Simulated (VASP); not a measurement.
# Nd2H3 (Immm) in VASP: further runs, part 2 of 2

VASP 6.6.1. The steps go on from the part before.

## (3) Relaxation of cell and atoms, PBE

INCAR

```
PREC = Accurate
ENCUT = 500
EDIFF = 1E-7
ISMEAR = 0
SIGMA = 0.1
LREAL = F
LASPH = T
NELM = 200
ALGO = Normal
ISIF = 3
LWAVE = F
LCHARG = F
GGA = PE
IBRION = 2
NSW = 100
EDIFFG = -0.01
GGA_COMPAT = F
NELMIN = 4
LMAXMIX = 6
```

KPOINTS

```
Automatic mesh
0
Gamma
  12 12 12
```

POSCAR

```
Nd2H3
1.0
   -1.7520303170      3.1676215895      3.2479140965
    1.7520303170     -3.1676215895      3.2479140965
    1.7520303170      3.1676215895     -3.2479140965
Nd H
2 3
Direct
    0.7524907180      0.2524907180      0.5000000000
    0.2475092820      0.7475092820      0.5000000000
    0.0000000000      0.0000000000      0.0000000000
    0.3101398686      0.5000000000      0.8101398686
    0.6898601314      0.5000000000      0.1898601314
```

Potentials or basis: VASP PAW PBE potentials, release 64 (Nd_3, H), 4f in core.

On the command line:

```
$ cat potpaw_PBE.64/Nd_3/POTCAR potpaw_PBE.64/H/POTCAR > POTCAR
$ mpirun -np 1 vasp_std > vasp.out
```

OUTCAR:

```text
PREC = Accurate
   ENCUT = 500
   EDIFF = 1E-7
   ISMEAR = 0
   LREAL = F
   LASPH = T
   NELM = 200
   ISIF = 3
   GGA = PE
   IBRION = 2
   NSW = 100
   EDIFFG = -0.01
   NELMIN = 4

 ion  position               nearest neighbor table
   1  0.752  0.252  0.500-   2 3.22   2 3.28   2 3.62   2 3.62   2 3.62   2 3.62
   2  0.248  0.748  0.500-   1 3.22   1 3.28   1 3.62   1 3.62   1 3.62   1 3.62
   3  0.000  0.000  0.000-
   4  0.310  0.500  0.810-
   5  0.690  0.500  0.190-

  LATTYP: Found a body centered orthorhombic cell.
 ALAT       =     3.5040606340
 B/A-ratio  =     1.8079719048
 C/A-ratio  =     1.8538001683

  Lattice vectors:

 A1 = (  -1.7520303170,   3.1676215895,   3.2479140965)
 A2 = (   1.7520303170,  -3.1676215895,   3.2479140965)
 A3 = (   1.7520303170,   3.1676215895,  -3.2479140965)

Analysis of symmetry for initial positions (statically):
=====================================================================
 Subroutine PRICEL returns:
 Original cell was already a primitive cell.

 Routine SETGRP: Setting up the symmetry group for a
 body centered orthorhombic supercell.

 Subroutine GETGRP returns: Found  8 space group operations
 (whereof  8 operations were pure point group operations)
 out of a pool of  8 trial point group operations.

The static configuration has the point symmetry D_2h.

Analysis of symmetry for dynamics (positions and initial velocities):
=====================================================================
 Subroutine PRICEL returns:
 Original cell was already a primitive cell.

 Routine SETGRP: Setting up the symmetry group for a
 body centered orthorhombic supercell.

 Subroutine GETGRP returns: Found  8 space group operations
 (whereof  8 operations were pure point group operations)
 out of a pool of  8 trial point group operations.

The dynamic configuration has the point symmetry D_2h.

 Subroutine INISYM returns: Found  8 space group operations
 (whereof  8 operations are pure point group operations),
 and found     1 'primitive' translations

----------------------------------------------------------------------------------------

                                     Primitive cell

  volume of cell :      72.1007

  direct lattice vectors                    reciprocal lattice vectors
    -1.752030317  3.167621589  3.247914097     0.000000000  0.157847137  0.153944958
     1.752030317 -3.167621589  3.247914097     0.285383190  0.000000000  0.153944958
     1.752030317  3.167621589 -3.247914097     0.285383190  0.157847137  0.000000000

  length of vectors
     4.863371541  4.863371541  4.863371541     0.220487571  0.324257020  0.326127711

  position of ions in fractional coordinates (direct lattice)
     0.752490718  0.252490718  0.500000000
     0.247509282  0.747509282  0.500000000
     0.000000000  0.000000000  0.000000000
     0.310139869  0.500000000  0.810139869
     0.689860131  0.500000000  0.189860131

  ion indices of the primitive-cell ions
   primitive index   ion index
                 1           1
                 2           2
[... 37 lines left out ...]
  0.416667  0.000000  0.000000      4.000000
[... 16 lines left out ...]
  0.250000  0.166667 -0.000000      8.000000
  0.333333  0.166667  0.000000      8.000000
 [... further k-points ...]
   k-points           NKPTS =    280   k-points in BZ     NKDIM =    280   number of bands    NBANDS=     16
   number of dos      NEDOS =    301   number of ions     NIONS =      5
   total plane-waves  NPLWV =  46656
   dimension x,y,z NGX =    36 NGY =   36 NGZ =   36
   dimension x,y,z NGXF=    72 NGYF=   72 NGZF=   72
   ions per type =               2   3
   NGX,Y,Z   is equivalent  to a cutoff of  12.31, 12.31, 12.31 a.u.
   NGXF,Y,Z  is equivalent  to a cutoff of  24.61, 24.61, 24.61 a.u.
 SYSTEM =  unknown system
   PREC   = accura    normal or accurate (medium, high low for compatibility)
   ISTART =      0    job   : 0-new  1-cont  2-samecut
   ICHARG =      2    charge: 1-file 2-atom 10-const
   ISPIN  =      1    spin polarized calculation?
   LNONCOLLINEAR =      F non collinear calculations
   LSORBIT =      F    spin-orbit coupling
   LASPH  =      T    aspherical Exc in radial PAW
   ENCUT  =  500.0 eV  36.75 Ry    6.06 a.u.   8.87  8.87  8.87*2*pi/ulx,y,z
   NELM   =    200;   NELMIN=  4; NELMDL= -5     # of ELM steps
   EDIFF  = 0.1E-06   stopping-criterion for ELM
   LREAL  =      F    real-space projection
   EDIFFG = -.1E-01   stopping-criterion for IOM
   NSW    =    100    number of steps for IOM
   IBRION =      2    ionic relax: 0-MD 1-quasi-New 2-CG
   NFREE  =      1    steps in history (QN), initial steepest desc. (CG)
   ISIF   =      3    stress and relaxation
   ISYM   =      2    0-nonsym 1-usesym 2-fastsym
   POTIM  = 0.5000    time-step for ionic-motion
   TEBEG  =    0.0;   TEEND  =   0.0 temperature during run
   PSTRESS=    0.0 pullay stress
   NELECT =      25.0000    total number of electrons
   NUPDOWN=      -1.0000    fix difference up-down
   EMIN   =  10.00;   EMAX   =-10.00  energy-range for DOS
   EFERMI =   0.00;   METHOD = LEGACY
   ISMEAR =     0;   SIGMA  =   0.10  broadening in eV -4-tet -1-fermi 0-gaus
   EFERMI_NEDOS =   21; number of points for ismear=-14 and -15
   IALGO  =     38    algorithm
   IMIX   =      4    mixing-type and parameters
     AMIX     =   0.40;   BMIX     =  1.00
     AMIX_MAG =   1.60;   BMIX_MAG =  1.00
  volume/ion in A,a.u.               =      14.42        97.31
  Fermi-wavevector in a.u.,A,eV,Ry     =   1.150116  2.173404 17.997339  1.322767
  Thomas-Fermi vector in A             =   2.286782
   LORBIT       =      0    0 simple, 1 ext, 2 COOP (PROOUT), +10 PAW based schemes
   GGA     = PE    functional components
   LHFCALC =     F    Hartree Fock is set to
   AEXX    =    0.0000 exact exchange contribution
   IVDW    =     0    specifies the selected vdW correction
   LEPSILON=     F    determine dielectric tensor
   LRPA    =     F    only Hartree local field effects (RPA)
 conjugate gradient relaxation of ions
 non-spin polarized calculation
 Gauss-broadening in eV      SIGMA  =   0.10
  energy-cutoff  :      500.00
  volume of cell :       72.10
 maximum number of plane-waves:      1862
   NGX = 17   NGY = 17   NGZ = 17

--------------------------------------- Ionic step        1  -------------------------------------------

 number of electron      25.0000000 magnetization

 Free energy of the ion-electron system (eV)
  ---------------------------------------------------
  ext. energy  EPLUGINS =         0.00000000
  ---------------------------------------------------
  free energy    TOTEN  =       -20.81827355 eV

  energy without entropy =      -20.80849296  energy(sigma->0) =      -20.81338326

------------------------ aborting loop because EDIFF is reached ----------------------------------------

  FORCE on cell =-STRESS in cart. coord.  units (eV):
  Direction    XX          YY          ZZ          XY          YZ          ZX
  --------------------------------------------------------------------------------------
  -------------------------------------------------------------------------------------
  Total       -0.1907624      0.0209324      0.2742993     -0.0000000      0.0000000      0.0000000
  in kB       -4.2390045      0.4651475      6.0953109     -0.0000000      0.0000000      0.0000000
  external PRESSURE =       0.7738180 kB  Pullay stress =       0.0000000 kB
[... 143 lines left out ...]
--------------------------------------- Ionic step        5  -------------------------------------------

 number of electron      25.0000000 magnetization

 Free energy of the ion-electron system (eV)
  ---------------------------------------------------
  ext. energy  EPLUGINS =         0.00000000
  ---------------------------------------------------
  free energy    TOTEN  =       -20.81953978 eV

  energy without entropy =      -20.80932516  energy(sigma->0) =      -20.81443247

 E-fermi :   3.9614     XC(G=0): -10.1568

 val. band max:        3.9599511837   @ k =   0.5000  -0.1667   0.1667
 cond. band min:       3.9652163121   @ k =   0.2500   0.5000   0.0833
 fundamental gap:      0.0052651284
 Fermi energy:         3.9613705064

 k-point     1 :       0.0000    0.0000    0.0000
  band No.  band energies     occupation
      1     -34.1748      2.00000
      2     -33.9153      2.00000
      3     -15.9689      2.00000
      4     -15.5998      2.00000
      5     -14.8570      2.00000
      6     -14.7916      2.00000
[... 433 lines left out ...]
      3     -15.5077      2.00000
      4     -15.4263      2.00000
      5     -15.2563      2.00000
      6     -15.1468      2.00000
[... 8 lines left out ...]
     15       5.6528      0.00000
     16       6.1296      0.00000

 [... further k-points ...]

------------------------ aborting loop because EDIFF is reached ----------------------------------------

  FORCE on cell =-STRESS in cart. coord.  units (eV):
  Direction    XX          YY          ZZ          XY          YZ          ZX
  --------------------------------------------------------------------------------------
  -------------------------------------------------------------------------------------
  Total       -0.0117453      0.0208545     -0.0154918      0.0000000      0.0000000      0.0000000
  in kB       -0.2607118      0.4629096     -0.3438738      0.0000000      0.0000000      0.0000000
  external PRESSURE =      -0.0472253 kB  Pullay stress =       0.0000000 kB
[... 20 lines left out ...]
  FREE ENERGIE OF THE ION-ELECTRON SYSTEM (eV)
  ---------------------------------------------------
  free  energy   TOTEN  =       -20.8195397815 eV

  energy  without entropy=      -20.8093251580  energy(sigma->0) =      -20.81443247

 reached required accuracy - stopping structural energy minimisation
```

OSZICAR:

```text
N       E                     dE             d eps       ncg     rms          rms(c)
DAV:   1     0.166496375150E+03    0.16650E+03   -0.11573E+04  8960   0.136E+03
DAV:   2    -0.113009228083E+02   -0.17780E+03   -0.17622E+03 10872   0.331E+02
DAV:   3    -0.214797112681E+02   -0.10179E+02   -0.99852E+01 17224   0.636E+01
[... 40 lines left out ...]
DAV:   3    -0.208195278757E+02    0.67882E-04   -0.45026E-04 14384   0.149E-01    0.193E-02
DAV:   4    -0.208195305244E+02   -0.26487E-05   -0.24089E-05 11448   0.372E-02    0.125E-02
DAV:   5    -0.208195381475E+02   -0.76231E-05   -0.49967E-06 13976   0.155E-02    0.400E-03
DAV:   6    -0.208195395570E+02   -0.14095E-05   -0.70943E-07 10672   0.714E-03    0.616E-04
DAV:   7    -0.208195398713E+02   -0.31432E-06   -0.65741E-08  6656   0.205E-03    0.308E-04
DAV:   8    -0.208195397815E+02    0.89870E-07   -0.11867E-08  5576   0.837E-04
   5 F= -.20819540E+02 E0= -.20814432E+02  d E =-.653189E-04
```

CONTCAR:

```text
Nd2H3
   1.00000000000000
    -1.7434518640226313    3.1697614354417318    3.2652566080350414
     1.7434518640226313   -3.1697614354417318    3.2652566080350414
     1.7434518640226313    3.1697614354417318   -3.2652566080350414
  Nd              H
     2     3
Direct
     0.7526277036845440    0.2526277036845442    0.5000000000000000
     0.2473722963154559    0.7473722963154560    0.5000000000000000
     0.0000000000000000    0.0000000000000000    0.0000000000000000
     0.3105587851443583    0.5000000000000000    0.8105587851443583
     0.6894412148556417    0.5000000000000000    0.1894412148556417

  0.00000000E+00  0.00000000E+00  0.00000000E+00
  0.00000000E+00  0.00000000E+00  0.00000000E+00
  0.00000000E+00  0.00000000E+00  0.00000000E+00
  0.00000000E+00  0.00000000E+00  0.00000000E+00
  0.00000000E+00  0.00000000E+00  0.00000000E+00
```

It took 8.9 min on 1 thread of Intel Xeon 6975P-C (Granite Rapids), shared host; peak memory 0.42 GiB.

What came out:

| Item | Value |
| --- | --- |
| Free energy | -20.8195 eV |
| Relaxed volume | 14.44 Å³/atom |
| Relaxed cell | a = 4.873 Å, b = 4.873 Å, c = 4.873 Å, α = 138.07°, β = 98.85°, γ = 95.86° |
| Space group after relaxing (to 0.1 Å) | Immm (No. 71) |
| Energy gained by relaxing | 0.3 meV/atom |
| Ionic steps | 5 |
| Pressure after relaxing | 0.0 GPa |
| Largest force after relaxing | 0.008 eV/Å |
| Band gap on the k mesh | zero (an odd number of electrons rules out a gap without spin polarisation) |

Forces in eV/Å, atoms in the order of the input:
```
Nd   0.000  0.000 -0.005
Nd   0.000  0.000  0.005
H    0.000  0.000  0.000
H    0.000  0.008  0.000
H    0.000 -0.008  0.000
```

Stress tensor (GPa, compression positive):
```
-0.03  0.00  0.00
 0.00  0.05  0.00
 0.00  0.00 -0.03
```

The path:
```
step  energy change (eV)  largest force (eV/Å)  pressure (GPa)  volume (Å³)
   1              0.0000                0.0192            0.08        72.10
   2             -0.0009                0.0147            0.01        72.17
   3             -0.0012                0.0098           -0.07        72.25
   4             -0.0012                0.0096           -0.07        72.26
   5             -0.0013                0.0085            0.00        72.18
```

Final structure:
```yaml
crystal:
  lattice:
    - [-1.74345, 3.16976, 3.26526]
    - [1.74345, -3.16976, 3.26526]
    - [1.74345, 3.16976, -3.26526]
  atoms:
    - { symbol: Nd, position: [0.75263, 0.25263, 0.50000] }
    - { symbol: Nd, position: [0.24737, 0.74737, 0.50000] }
    - { symbol: H, position: [0.00000, 0.00000, 0.00000] }
    - { symbol: H, position: [0.31056, 0.50000, 0.81056] }
    - { symbol: H, position: [0.68944, 0.50000, 0.18944] }
```

Levels at points of the mesh, in eV from the Fermi level:
```
           k point  band 11  band 12  band 13  band 14  band 15  band 16
(0.00, 0.00, 0.00)    -2.72    -1.23    -0.94     1.10     1.30     1.49
(0.50, 0.00, 0.00)    -3.19    -0.45     0.37     0.99     2.17     2.22
(0.00, 0.50, 0.00)    -3.84    -0.60     1.26     1.44     1.52     1.87
(0.50, 0.50, 0.00)    -3.58    -0.85    -0.65     0.70     0.92     2.61
(0.50, 0.50, 0.50)    -3.14    -1.81    -0.72     1.59     2.23     2.37
```

Caveat: spin-orbit coupling is left out, which moves the levels of the heavy elements; the 4f electrons are frozen in the core, so they carry no moment and show no levels.
